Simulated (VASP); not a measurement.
# LiCl (Fm-3m) in VASP: settings compared, part 2 of 2

VASP 6.6.1. Earlier steps stand in the parts before.

**3. G0W0 quasiparticle levels, PBE**

Input file POSCAR:

```
LiCl
1.0
    0.0000000000      2.5560369889      2.5560369889
    2.5560369889      0.0000000000      2.5560369889
    2.5560369889      2.5560369889      0.0000000000
Li Cl
1 1
Direct
    0.0000000000      0.0000000000      0.0000000000
    0.5000000000      0.5000000000      0.5000000000
```

Input file INCAR.step1:

```
SYSTEM = LiCl
PREC = Accurate ; ENCUT = 500
EDIFF = 1E-8 ; ISMEAR = 0
SIGMA = 0.01 ; LREAL = .FALSE.
LASPH = .TRUE. ; NELM = 60
ALGO = Normal ; LWAVE = .TRUE.
LCHARG = .FALSE. ; GGA = PE
```

Input file INCAR.step2:

```
SYSTEM = LiCl
PREC = Accurate ; ENCUT = 500
EDIFF = 1E-8 ; ISMEAR = 0
SIGMA = 0.01 ; LREAL = .FALSE.
LASPH = .TRUE. ; NELM = 1
ALGO = Exact ; LWAVE = .TRUE.
LCHARG = .FALSE. ; GGA = PE
NBANDS = 58 ; LOPTICS = .TRUE.
ISTART = 1
```

Input file INCAR.step3:

```
SYSTEM = LiCl
PREC = Accurate ; ENCUT = 500
EDIFF = 1E-8 ; ISMEAR = 0
SIGMA = 0.01 ; LREAL = .FALSE.
LASPH = .TRUE. ; ALGO = EVGW0
LWAVE = .FALSE. ; LCHARG = .FALSE.
GGA = PE ; NELMGW = 1
NBANDS = 58 ; ENCUTGW = 80.0
NOMEGA = 96 ; PRECFOCK = Fast
ISTART = 1 ; NBANDSGW = 12
OMEGAMAX = 20
```

Input file KPOINTS:

```
Automatic mesh
0
G
  4 4 4
  0 0 0
```

Potentials or basis: VASP PAW PBE potentials, release 64 (Li_GW, Cl_GW).

Launch:

```console
> cat potpaw_PBE.64/Li_GW/POTCAR potpaw_PBE.64/Cl_GW/POTCAR > POTCAR
> cp INCAR.step1 INCAR
> mpirun -np 1 vasp_std > vasp.out
> cp INCAR.step2 INCAR
> mpirun -np 1 vasp_std > vasp.out
> cp INCAR.step3 INCAR
> mpirun -np 1 vasp_std > vasp.out
```

OUTCAR:

```text
SYSTEM = LiCl
   PREC = Accurate
   ENCUT = 500
   EDIFF = 1E-8
   ISMEAR = 0
   LREAL = .FALSE.
   LASPH = .TRUE.
   GGA = PE
   NELMGW = 1
   ENCUTGW = 80.0
   PRECFOCK = Fast
   ISTART = 1

 ion  position               nearest neighbor table
   1  0.000  0.000  0.000-   2 2.56   2 2.56   2 2.56   2 2.56   2 2.56   2 2.56
   2  0.500  0.500  0.500-   1 2.56   1 2.56   1 2.56   1 2.56   1 2.56   1 2.56

  LATTYP: Found a face centered cubic cell.
 ALAT       =     5.1120739778

  Lattice vectors:

 A1 = (   0.0000000000,   2.5560369889,   2.5560369889)
 A2 = (   2.5560369889,   0.0000000000,   2.5560369889)
 A3 = (   2.5560369889,   2.5560369889,   0.0000000000)

Analysis of symmetry for initial positions (statically):
=====================================================================
 Subroutine PRICEL returns:
 Original cell was already a primitive cell.

 Routine SETGRP: Setting up the symmetry group for a
 face centered cubic supercell.

 Subroutine GETGRP returns: Found 48 space group operations
 (whereof 48 operations were pure point group operations)
 out of a pool of 48 trial point group operations.

The static configuration has the point symmetry O_h .

Analysis of symmetry for dynamics (positions and initial velocities):
=====================================================================
 Subroutine PRICEL returns:
 Original cell was already a primitive cell.

[... 106 lines left out ...]
   EFERMI_NEDOS =   21; number of points for ismear=-14 and -15
   IALGO  =     38    algorithm
   IMIX   =      4    mixing-type and parameters
     AMIX     =   0.40;   BMIX     =  1.00
     AMIX_MAG =   1.60;   BMIX_MAG =  1.00
  volume/ion in A,a.u.               =      16.70       112.69
  Fermi-wavevector in a.u.,A,eV,Ry     =   1.016704  1.921291 14.064155  1.033686
  Thomas-Fermi vector in A             =   2.150062
   LORBIT       =      0    0 simple, 1 ext, 2 COOP (PROOUT), +10 PAW based schemes
   GGA     = PE    functional components
   LHFCALC =     T    Hartree Fock is set to
   PRECFOCK=fast      Normal, Fast or Accurate (Low or Medium for compatibility)
   ENCUT4O =  -1.0   cutoff for four orbital integrals eV
   NKREDX  =     1    reduce k-point grid by
   NKREDY  =     1    reduce k-point grid by
   NKREDZ  =     1    reduce k-point grid by
   AEXX    =    1.0000 exact exchange contribution
   HFSCREEN=    0.0000 screening length (either q_TF or 0.3 A-1)
   HFSCREENC=   0.0000 screening length for correlation (either q_TF or 0.3 A-1)
   ENCUTFOCK=  -1.0 apply spherical cutoff to Coloumb kernel
   IVDW    =     0    specifies the selected vdW correction
   LEPSILON=     F    determine dielectric tensor
   LRPA    =     F    only Hartree local field effects (RPA)
   LRPAFORCE           =     F    calculate RPA forces
   ENCUTGW             =  80.0    cutoff for response function in eV
   ENCUTGWSOFT         =  64.0    soft cutoff for Coulomb kernel in GW response function in eV
   ENCUTLF             =  -1.0    cutoff for local field effects
   NELMGW              =     1    number of iterations in solving QP/BSE equation
   NELMHF              =     1    number of iterations in the inner HF iteration
   NKREDLFX            =     1    NKREDLFY  =   1   NKREDLFZ  =   1
 non-spin polarized calculation
 Gauss-broadening in eV      SIGMA  =   0.01
  energy-cutoff  :      500.00
  volume of cell :       33.40
 maximum number of plane-waves:       869
 NGX is ok and might be reduce to    28
  NGX = 16; NGY = 16; NGZ = 16
   NGX = 13   NGY = 13   NGZ = 13
 maximum number of plane-waves:        59
 NGX is ok and might be reduce to    14

 QP shifts <psi_nk| G(iteration)W_0 |psi_nk>: iteration 1
 for sc-GW calculations column KS-energies equals QP-energies in previous step
 and V_xc(KS)=  KS-energies - (<T + V_ion + V_H > + <T+V_H+V_ion>^1  + <V_x>^1)

 k-point   1 :       0.0000    0.0000    0.0000
  band No.  KS-energies  QP-energies   sigma(KS)   V_xc(KS)     V^pw_x(r,r')   Z            occupation Imag(sigma)

      1     -14.3235     -15.4710     -16.1849     -14.7355     -24.1360       0.7917       2.0000       1.5841
      2      -0.8781      -2.3147     -16.5377     -14.7573     -18.9779       0.8069       2.0000       0.0411
      3      -0.8781      -2.3147     -16.5377     -14.7573     -18.9779       0.8069       2.0000       0.0411
      4      -0.8781      -2.3147     -16.5377     -14.7573     -18.9779       0.8069       2.0000       0.0411
      5       5.4989       6.4029      -7.5269      -8.6081      -4.1038       0.8361       0.0000      -0.0414
      6      10.9151      12.2892      -7.9301      -9.5878      -4.2670       0.8289       0.0000      -0.0523
      7      10.9151      12.2892      -7.9301      -9.5878      -4.2670       0.8289       0.0000      -0.0523
      8      10.9151      12.2892      -7.9301      -9.5878      -4.2670       0.8289       0.0000      -0.0523
      9      13.4750      15.2444      -8.9173     -11.1115      -4.8937       0.8064       0.0000      -0.0732
     10      13.4750      15.2444      -8.9173     -11.1115      -4.8937       0.8064       0.0000      -0.0732
     11      13.7081      14.8588      -5.8301      -7.2850      -1.4324       0.7909       0.0000      -0.0979
     12      13.7081      14.8588      -5.8301      -7.2850      -1.4324       0.7909       0.0000      -0.0979
[... 100 lines left out ...]
      1     -13.4907     -14.2930     -16.5882     -15.5168     -24.6059       0.7488       2.0000       1.2806
      2      -3.0371      -4.8082     -14.9450     -12.7008     -17.6076       0.7892       2.0000       0.0541
      3      -3.0371      -4.8082     -14.9450     -12.7008     -17.6076       0.7892       2.0000       0.0541
      4      -1.9600      -3.5838     -15.7289     -13.6903     -18.2597       0.7966       2.0000       0.0437
      5       8.6286       9.9510      -7.8151      -9.4111      -4.3247       0.8285       0.0000      -0.0499
      6       9.2404      10.5492      -6.7776      -8.3541      -3.0849       0.8302       0.0000      -0.0526
      7       9.5366      10.8229      -8.3854      -9.9439      -4.7880       0.8254       0.0000      -0.0533
      8       9.5366      10.8229      -8.3854      -9.9439      -4.7880       0.8254       0.0000      -0.0533
      9      15.0509      16.3753      -7.3656      -9.0773      -2.8611       0.7737       0.0000      -0.1302
     10      15.0509      16.3753      -7.3656      -9.0773      -2.8611       0.7737       0.0000      -0.1302
     11      17.1622      19.2643     -10.2350     -12.9599      -5.4470       0.7714       0.0000      -0.1717
     12      18.1143      19.6719      -9.3690     -11.4092      -4.3144       0.7634       0.0000      -0.3648
```

OUTCAR.step1:

```text
SYSTEM = LiCl
   PREC = Accurate
   ENCUT = 500
   EDIFF = 1E-8
   ISMEAR = 0
   LREAL = .FALSE.
   LASPH = .TRUE.
[... 290 lines left out ...]
      0.00000      0.00000      0.00000        -0.000000     -0.000000      0.000000
      2.55604      2.55604      2.55604         0.000000      0.000000     -0.000000
 -----------------------------------------------------------------------------------
    total drift:                                0.000000      0.000000      0.000000

  FREE ENERGIE OF THE ION-ELECTRON SYSTEM (eV)
  ---------------------------------------------------
  free  energy   TOTEN  =        -7.3652629686 eV

  energy  without entropy=       -7.3652629686  energy(sigma->0) =       -7.36526297
```

OUTCAR.step2:

```text
SYSTEM = LiCl
   PREC = Accurate
   ENCUT = 500
   EDIFF = 1E-8
[... 690 lines left out ...]
  --------------------------------------------------------------------------------------------------------------
     0.00000     3.33940     3.33940     3.33940    -0.00000    -0.00000     0.00000
     1.07252     3.36995     3.36995     3.36995    -0.00000    -0.00000     0.00000
     2.14505     3.46879     3.46879     3.46879    -0.00000    -0.00000     0.00000
     3.21757     3.65862     3.65862     3.65862    -0.00000    -0.00000     0.00000
     4.29010     3.99917     3.99917     3.99917    -0.00000    -0.00000     0.00000
     5.36262     4.68324     4.68324     4.68324    -0.00000    -0.00000     0.00000
[... 92 lines left out ...]
   105.10733     0.97250     0.97250     0.97250     0.00000     0.00000     0.00000
   106.17985     0.97310     0.97310     0.97310     0.00000     0.00000     0.00000
```

Run time: 38 s. Hardware: 1 thread of Intel Xeon Platinum 8488C (Sapphire Rapids), shared host; peak memory 0.29 GiB.

What came out:

- Quasiparticle gap: 8.72 eV
- Least direct quasiparticle gap: 8.72 eV
- Band gap of the starting levels on the mesh: 6.38 eV
- Least direct gap of the starting levels on the mesh: 6.38 eV

Caveat: the k points lie up to 0.53 Å⁻¹ apart; bands, screening cutoff and mesh are small and nothing is extrapolated, so the quasiparticle values aren't converged.
